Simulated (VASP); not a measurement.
# Al in VASP: a series of runs, part 2 of 2

VASP 6.6.1.

### 4 Single point, PBE

File INCAR:

```
SYSTEM = Al
PREC     = Accurate       ! precision mode
ENCUT    = 520            ! plane-wave cutoff, eV
EDIFF    = 1E-6           ! SCF threshold, eV
ISMEAR   = 0              ! smearing method
SIGMA    = 0.1            ! smearing width, eV
LREAL    = .False.        ! projectors in reciprocal space
LASPH    = .True.         ! aspherical terms in the spheres
NELM     = 100            ! most SCF steps
ALGO     = Normal         ! electronic algorithm
ISIF     = 2              ! what is computed and relaxed
LWAVE    = .False.        ! write WAVECAR
LCHARG   = .True.         ! write CHGCAR
LDIPOL   = .True.       
IDIPOL   = 3            
DIPOL    = 0.5 0.5 0.332
GGA      = PE             ! functional
LELF     = .True.         ! ELF
LVHAR    = .True.       
LVACPOTAV= .True.       
NBANDS   = 32             ! bands
```

File KPOINTS:

```
Automatic mesh
0
Gamma
  6 6 1
  0 0 0
```

File POSCAR:

```
Al
1.0
    5.7143028096      0.0000000000      0.0000000000
   -2.8571514048      4.9487313980      0.0000000000
    0.0000000000      0.0000000000     20.1016424764
Al
13
Direct
    0.3333333333      0.1666666667      0.1989887147
    0.3333333333      0.6666666667      0.1989887147
    0.8333333333      0.1666666667      0.1989887147
    0.8333333333      0.6666666667      0.1989887147
    0.1666666667      0.3333333333      0.3134533099
    0.1666666667      0.8333333333      0.3134533099
    0.6666666667      0.3333333333      0.3134533099
    0.6666666667      0.8333333333      0.3134533099
    0.0000000000      0.0000000000      0.4279074452
    0.0000000000      0.5000000000      0.4279074452
    0.5000000000      0.0000000000      0.4279074452
    0.5000000000      0.5000000000      0.4279074452
    0.0000000000      0.0000000000      0.5542830443
```

Potentials or basis: VASP PAW PBE potentials, release 64 (Al).

Run with:

```bash
cat potpaw_PBE.64/Al/POTCAR > POTCAR
mpirun -np 1 vasp_std > vasp.out
```

OUTCAR:

```text
SYSTEM = Al
   PREC = Accurate
   ENCUT = 520
   EDIFF = 1E-6
   ISMEAR = 0
   LREAL = .False.
   LASPH = .True.
   NELM = 100
   ISIF = 2
   GGA = PE

 ion  position               nearest neighbor table
   1  0.333  0.167  0.199-   5 2.83   6 2.83   7 2.83   4 2.86   2 2.86   2 2.86   4 2.86   3 2.86
                             3 2.86
   2  0.333  0.667  0.199-   6 2.83   5 2.83   8 2.83   3 2.86   1 2.86   1 2.86   3 2.86   4 2.86
                             4 2.86
   3  0.833  0.167  0.199-   7 2.83   8 2.83   5 2.83   4 2.86   2 2.86   4 2.86   2 2.86   1 2.86
                             1 2.86
   4  0.833  0.667  0.199-   8 2.83   7 2.83   6 2.83   3 2.86   1 2.86   3 2.86   1 2.86   2 2.86
                             2 2.86
   5  0.167  0.333  0.313-   9 2.83  12 2.83  10 2.83   1 2.83   2 2.83   3 2.83   8 2.86   6 2.86
                             6 2.86   8 2.86   7 2.86   7 2.86
   6  0.167  0.833  0.313-  10 2.83  11 2.83   9 2.83   2 2.83   1 2.83   4 2.83   7 2.86   5 2.86
                             5 2.86   7 2.86   8 2.86   8 2.86
   7  0.667  0.333  0.313-  11 2.83  10 2.83  12 2.83   3 2.83   4 2.83   1 2.83   8 2.86   6 2.86
                             8 2.86   6 2.86   5 2.86   5 2.86
   8  0.667  0.833  0.313-  12 2.83   9 2.83  11 2.83   4 2.83   3 2.83   2 2.83   7 2.86   5 2.86
                             7 2.86   5 2.86   6 2.86   6 2.86
   9  0.000  0.000  0.428-  13 2.54   5 2.83   8 2.83   6 2.83  12 2.86  10 2.86  10 2.86  12 2.86
                            11 2.86  11 2.86
  10  0.000  0.500  0.428-   6 2.83   7 2.83   5 2.83   9 2.86  11 2.86   9 2.86  11 2.86  12 2.86
                            12 2.86
  11  0.500  0.000  0.428-   7 2.83   6 2.83   8 2.83  10 2.86  12 2.86  12 2.86  10 2.86   9 2.86
                             9 2.86
  12  0.500  0.500  0.428-   8 2.83   5 2.83   7 2.83   9 2.86  11 2.86  11 2.86   9 2.86  10 2.86
                            10 2.86
  13  0.000  0.000  0.554-   9 2.54

  LATTYP: Found a hexagonal cell.
 ALAT       =     5.7143028096
 C/A-ratio  =     3.5177769093

  Lattice vectors:

 A1 = (   5.7143028096,   0.0000000000,   0.0000000000)
 A2 = (  -2.8571514048,   4.9487313980,   0.0000000000)
 A3 = (   0.0000000000,   0.0000000000,  20.1016424764)

[... 175 lines left out ...]
  ---------------------------------------------------
  ext. energy  EPLUGINS =         0.00000000
  ---------------------------------------------------
  free energy    TOTEN  =       -44.49168442 eV

  energy without entropy =      -44.46873042  energy(sigma->0) =      -44.48020742

 E-fermi :   0.5970     XC(G=0):  -4.9758

 val. band max:        0.5679798517   @ k =   0.1667   0.1667   0.0000
 cond. band min:       0.8048720360   @ k =   0.1667   0.1667   0.0000
 fundamental gap:      0.2368921843
 Fermi energy:         0.5969861293

 k-point     1 :       0.0000    0.0000    0.0000
  band No.  band energies     occupation
      1      -9.9367      2.00000
      2      -8.2786      2.00000
      3      -5.8386      2.00000
      4      -4.1588      2.00000
      5      -4.0573      2.00000
      6      -4.0573      2.00000
[... 227 lines left out ...]
     30       3.5221      0.00000
     31       3.8362      0.00000
 [bands above 31 left out]

------------------------ aborting loop because EDIFF is reached ----------------------------------------

  FORCE on cell =-STRESS in cart. coord.  units (eV):
  Direction    XX          YY          ZZ          XY          YZ          ZX
  --------------------------------------------------------------------------------------
  -------------------------------------------------------------------------------------
  Total       -2.8995726     -2.8995726      0.5607504      0.0000000      0.0000000      0.0000000
  in kB       -8.1725182     -8.1725182      1.5804892      0.0000000      0.0000000      0.0000000
  external PRESSURE =      -4.9215157 kB  Pullay stress =       0.0000000 kB

 VOLUME and BASIS-vectors are now :
 -----------------------------------------------------------------------------
  energy-cutoff  :      520.00
  volume of cell :      568.45
      direct lattice vectors                 reciprocal lattice vectors
     5.714302810  0.000000000  0.000000000     0.174999476  0.101035995  0.000000000
    -2.857151405  4.948731398  0.000000000     0.000000000  0.202071990  0.000000000
     0.000000000  0.000000000 20.101642476     0.000000000  0.000000000  0.049747179

 POSITION                                       TOTAL-FORCE (eV/Angst)
 -----------------------------------------------------------------------------------
      1.42858      0.82479      4.00000        -0.019103     -0.011029     -0.068501
     -0.00000      3.29915      4.00000         0.000000     -0.000000     -0.007817
      4.28573      0.82479      4.00000         0.019103     -0.011029     -0.068501
      2.85715      3.29915      4.00000        -0.000000      0.022058     -0.068501
      0.00000      1.64958      6.30093         0.000000     -0.030262      0.032660
     -1.42858      4.12394      6.30093        -0.026208      0.015131      0.032660
      2.85715      1.64958      6.30093         0.000000      0.000000      0.090759
      1.42858      4.12394      6.30093         0.026208      0.015131      0.032660
      0.00000      0.00000      8.60164         0.000000      0.000000     -0.777577
     -1.42858      2.47437      8.60164         0.020420      0.011789      0.264240
      2.85715      0.00000      8.60164         0.000000     -0.023579      0.264240
      1.42858      2.47437      8.60164        -0.020420      0.011789      0.264240
      0.00000      0.00000     11.14200         0.000000      0.000000      0.009440
 -----------------------------------------------------------------------------------
    total drift:                                0.000000     -0.000000     -0.000090

  FREE ENERGIE OF THE ION-ELECTRON SYSTEM (eV)
  ---------------------------------------------------
  free  energy   TOTEN  =       -44.4916844181 eV

  energy  without entropy=      -44.4687304222  energy(sigma->0) =      -44.48020742

 vacuum level on the upper side and lower side of the slab         4.566         4.585
```

Run time: 2.9 min. Hardware: 1 thread of Intel Xeon 6975P-C (Granite Rapids), shared host; peak memory 0.55 GiB.

What came out:

| Item | Value |
| --- | --- |
| Free energy | -44.4917 eV |
| Largest force | 0.778 eV/Å |
| Band gap on the k mesh | zero (an odd number of electrons rules out a gap without spin polarisation) |

Forces in eV/Å, atoms in the order of the input:
```
Al  -0.019 -0.011 -0.069
Al   0.000  0.000 -0.008
Al   0.019 -0.011 -0.069
Al   0.000  0.022 -0.069
Al   0.000 -0.030  0.033
Al  -0.026  0.015  0.033
Al   0.000  0.000  0.091
Al   0.026  0.015  0.033
Al   0.000  0.000 -0.778
Al   0.020  0.012  0.264
Al   0.000 -0.024  0.264
Al  -0.020  0.012  0.264
Al   0.000  0.000  0.009
```

### 5 Overview

```csv
task,cell,cutoff (eV),gap on the mesh (eV)
relaxation of the atoms,"atoms relaxed, atomic positions A",450,none
relaxation of the atoms,"atoms relaxed, atomic positions B",450,none
single point,"as given, atomic positions C",520,none
```

Alike in all rows: level PBE; potentials or basis VASP PAW PBE potentials, release 64 (Al); no spin polarisation; k mesh 6 × 6 × 1; smearing gaussian 0.1 eV.

Total energies depend on the potentials used, so only differences within one code and one set of settings carry meaning.
